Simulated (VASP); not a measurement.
# Bi in VASP: notebook, part 2 of 2

VASP 6.6.1.

**5. Single point, PBEsol**

This run uses another cell than the first one, of 33.61 Å³/atom, 1.064 times its volume.

Contents of INCAR:

```
PREC = Accurate
ENCUT = 520
EDIFF = 1E-7
ISMEAR = -1
SIGMA = 0.05
LREAL = False
LASPH = True
NELM = 80
ALGO = Fast
ISIF = 2
LWAVE = False
LCHARG = True
GGA = PS
LELF = True
LVHAR = True
NBANDS = 22
```

Contents of KPOINTS:

```
regular mesh
0
Gamma
  7 7 4
```

Contents of POSCAR:

```
Bi
1.0
    3.2383762460     -0.0323837625      0.0000000000
   -0.0322164332      3.2216433200      0.0000000000
   -0.0804548793      0.0008045488      6.4438887882
Bi
2
Direct
    0.5442472500      0.0000000000      0.7495778900
    0.4557527500      0.0000000000      0.2504221100
```

Potentials or basis: VASP PAW PBE potentials, release 64 (Bi_d).

Launch:

```sh
cat potpaw_PBE.64/Bi_d/POTCAR > POTCAR
mpirun -np 1 vasp_std > vasp.out
```

OUTCAR:

```text
PREC = Accurate
   ENCUT = 520
   EDIFF = 1E-7
   ISMEAR = -1
   LREAL = False
   LASPH = True
   NELM = 80
   ISIF = 2
   GGA = PS

 ion  position               nearest neighbor table
   1  0.544  0.000  0.750-   2 3.23   2 3.24
   2  0.456  0.000  0.250-   1 3.23   1 3.24

  LATTYP: Found a triclinic cell.
 ALAT       =     4.6136177482
 B/A-ratio  =     0.6983249532
 C/A-ratio  =     1.3968194654
 COS(alpha) =     0.0002496771
 COS(beta)  =     0.0089383004
 COS(gamma) =     0.7123625893

  Lattice vectors:

 A1 = (   3.2705926792,  -3.2540270825,   0.0000000000)
 A2 = (   0.0322164332,  -3.2216433200,   0.0000000000)
 A3 = (   0.0804548793,  -0.0008045488,  -6.4438887882)

Analysis of symmetry for initial positions (statically):
=====================================================================
 Subroutine PRICEL returns:
 Original cell was already a primitive cell.

 Routine SETGRP: Setting up the symmetry group for a
 triclinic supercell.

 Subroutine GETGRP returns: Found  2 space group operations
 (whereof  2 operations were pure point group operations)
[... 160 lines left out ...]
  free energy    TOTEN  =        -8.58423940 eV

  energy without entropy =       -8.57395562  energy(sigma->0) =       -8.57909751

 E-fermi :   6.6268     XC(G=0):  -9.9514

 val. band max:        6.6261094260   @ k =  -0.2857   0.4286   0.5000
 cond. band min:       6.6392392568   @ k =   0.4286   0.2857   0.5000
 fundamental gap:      0.0131298308
 Fermi energy:         6.6268359547

 k-point     1 :       0.0000    0.0000    0.0000
  band No.  band energies     occupation
      1     -16.2401      2.00000
      2     -16.2216      2.00000
      3     -16.2125      2.00000
      4     -15.9810      2.00000
      5     -15.9745      2.00000
      6     -15.9602      2.00000
[... 589 lines left out ...]
     21      14.0939      0.00000
     22      14.1376      0.00000

 [... further k-points ...]

------------------------ aborting loop because EDIFF is reached ----------------------------------------

  FORCE on cell =-STRESS in cart. coord.  units (eV):
  Direction    XX          YY          ZZ          XY          YZ          ZX
  --------------------------------------------------------------------------------------
  -------------------------------------------------------------------------------------
  Total       -0.3227385      0.0077511     -0.3822902     -0.0804528      0.0095855      0.0104472
  in kB       -7.6922245      0.1847418     -9.1115935     -1.9175298      0.2284631      0.2490015
  external PRESSURE =      -5.5396921 kB  Pullay stress =       0.0000000 kB

 VOLUME and BASIS-vectors are now :
 -----------------------------------------------------------------------------
  energy-cutoff  :      520.00
  volume of cell :       67.22
      direct lattice vectors                 reciprocal lattice vectors
     3.238376246 -0.032383763  0.000000000     0.308827614  0.003088276  0.003855467
    -0.032216433  3.221643320  0.000000000     0.003104316  0.310431637 -0.000000000
    -0.080454879  0.000804549  6.443888788     0.000000000  0.000000000  0.155185794

 POSITION                                       TOTAL-FORCE (eV/Angst)
 -----------------------------------------------------------------------------------
      1.70217     -0.01702      4.83020        -0.001224      0.001774      0.005004
      1.45575     -0.01456      1.61369         0.001224     -0.001774     -0.005004
 -----------------------------------------------------------------------------------
    total drift:                                0.000000     -0.000000      0.000000

  FREE ENERGIE OF THE ION-ELECTRON SYSTEM (eV)
  ---------------------------------------------------
  free  energy   TOTEN  =        -8.5842393960 eV

  energy  without entropy=       -8.5739556211  energy(sigma->0) =       -8.57909751
```

OSZICAR:

```text
N       E                     dE             d eps       ncg     rms          rms(c)
DAV:   1     0.306556573471E+03    0.30656E+03   -0.16189E+04  4374   0.166E+03
DAV:   2     0.174249327407E+02   -0.28913E+03   -0.28158E+03  4470   0.440E+02
DAV:   3    -0.769627270794E+01   -0.25121E+02   -0.24799E+02  5264   0.142E+02
DAV:   4    -0.855837505985E+01   -0.86210E+00   -0.86160E+00  5248   0.289E+01
DAV:   5    -0.859514637253E+01   -0.36771E-01   -0.36770E-01  6246   0.536E+00    0.845E-01
RMM:   6    -0.858608557199E+01    0.90608E-02   -0.18359E-02  4998   0.150E+00    0.488E-01
RMM:   7    -0.858401644525E+01    0.20691E-02   -0.14179E-02  4950   0.121E+00    0.116E-01
RMM:   8    -0.858414822848E+01   -0.13178E-03   -0.31735E-03  5816   0.598E-01    0.153E-02
RMM:   9    -0.858423758395E+01   -0.89355E-04   -0.97209E-04  7292   0.238E-01    0.192E-02
RMM:  10    -0.858424485397E+01   -0.72700E-05   -0.10577E-04  7312   0.825E-02    0.168E-02
RMM:  11    -0.858424190817E+01    0.29458E-05   -0.19522E-05  6137   0.328E-02    0.787E-03
RMM:  12    -0.858423953728E+01    0.23709E-05   -0.70795E-06  5561   0.341E-02    0.889E-03
RMM:  13    -0.858423977612E+01   -0.23884E-06   -0.45021E-06  5820   0.232E-02    0.249E-03
RMM:  14    -0.858424053021E+01   -0.75408E-06   -0.16416E-06  6144   0.100E-02    0.559E-03
RMM:  15    -0.858423939909E+01    0.11311E-05   -0.70456E-07  4554   0.108E-02    0.491E-04
RMM:  16    -0.858423939597E+01    0.31218E-08   -0.12938E-07  2623   0.347E-03
   1 F= -.85842394E+01 E0= -.85790975E+01  d E =-.102838E-01
```

Run time: 59 s. Hardware: 1 thread of Intel Xeon Platinum 8559C (Emerald Rapids), shared host; peak memory 0.24 GiB.

What came out:

```yaml
Free_energy: -8.5842 eV
Pressure: -0.6 GPa
Largest_force: 0.005 eV/Å
Band_gap_on_the_k_mesh: zero (band 15 reaches 10.56 eV, above the bottom of band 16 at 4.53 eV)
```

Forces on the atoms (eV/Å):
```
Bi  -0.001  0.002  0.005
Bi   0.001 -0.002 -0.005
```

Caveat: the PAW data sets were made with another functional, which shifts forces and pressure a little; spin-orbit coupling is left out, which moves the levels of the heavy elements.

**6. Summary**

| level | potentials or basis | cell | k mesh | gap on the mesh (eV) | pressure (GPa) | largest force (eV/Å) |
| --- | --- | --- | --- | --- | --- | --- |
| LDA | VASP PAW LDA potentials, release 64 (Bi_d) | a = 3.172, b = 3.156, c = 6.313 Å, angles 90.0, 90.7, 90.0°, 2 atoms | 8 × 8 × 4 | none | 1.9 | 0.01 |
| LDA | VASP PAW LDA potentials, release 64 (Bi_d) | a = 3.195, b = 3.178, c = 6.357 Å, angles 90.0, 90.7, 90.0°, 2 atoms | 8 × 8 × 4 | none | 0.6 | 0.01 |
| PBEsol | VASP PAW PBE potentials, release 64 (Bi_d) | a = 3.238, b = 3.222, c = 6.444 Å, angles 90.0, 90.7, 90.0°, 2 atoms | 7 × 7 × 4 | none | -0.5 | - |
| PBEsol | VASP PAW PBE potentials, release 64 (Bi_d) | a = 3.239, b = 3.222, c = 6.444 Å, angles 90.0, 90.7, 91.1°, 2 atoms | 7 × 7 × 4 | none | -0.6 | 0.01 |

Alike in all rows: task single point; no spin polarisation; cutoff (eV) 520; smearing fermi-dirac 0.05 eV.

Caveats: spin-orbit coupling is left out, which moves the levels of the heavy elements; the PAW data sets were made with another functional, which shifts forces and pressure a little (some runs).

Absolute energies hang on the potentials; compare differences alone.
